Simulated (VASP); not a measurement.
A run of VASP 6.6.1 is set up as follows.

INCAR

```
SYSTEM = Cu
PREC = Accurate ; ENCUT = 520
EDIFF = 1E-7 ; ISMEAR = 0
SIGMA = 0.15 ; LREAL = .FALSE.
LASPH = .TRUE. ; NELM = 100
ALGO = Fast ; ISIF = 2
LWAVE = .FALSE. ; LCHARG = .FALSE.
GGA = PS ; NBANDS = 18
```

The input KPOINTS:

```
Automatic mesh
0
G
  20 20 20
  0 0 0
```

POSCAR

```
Cu
1.0
    1.2824330337     -4.1851378559      0.0000000000
    1.2824330337      4.1851378559      0.0000000000
    0.0000000000      0.0000000000      2.4754955235
Cu
2
Direct
    0.1338666500      0.8661333500      0.2500000000
    0.8661333500      0.1338666500      0.7500000000
```

Potentials or basis: VASP PAW PBE potentials, release 64 (Cu).

Launch:

```bash
$ cat potpaw_PBE.64/Cu/POTCAR > POTCAR
$ mpirun -np 1 vasp_std > vasp.out
```

(1) What does it give for the band gap on the k mesh?

(2) Estimate the pressure.

(3) Estimate the largest force.

Results:

(1) zero (band 11 reaches 9.93 eV, above the bottom of band 12 at 4.50 eV).

(2) -11.8 GPa.

(3) 0.121 eV/Å.

Caveat: the cell differs from its parent crystal (strain +0.0525 x Voigt [1, 1, 0, 0, 0, 0]); the PAW data sets were made with another functional, which shifts forces and pressure a little.
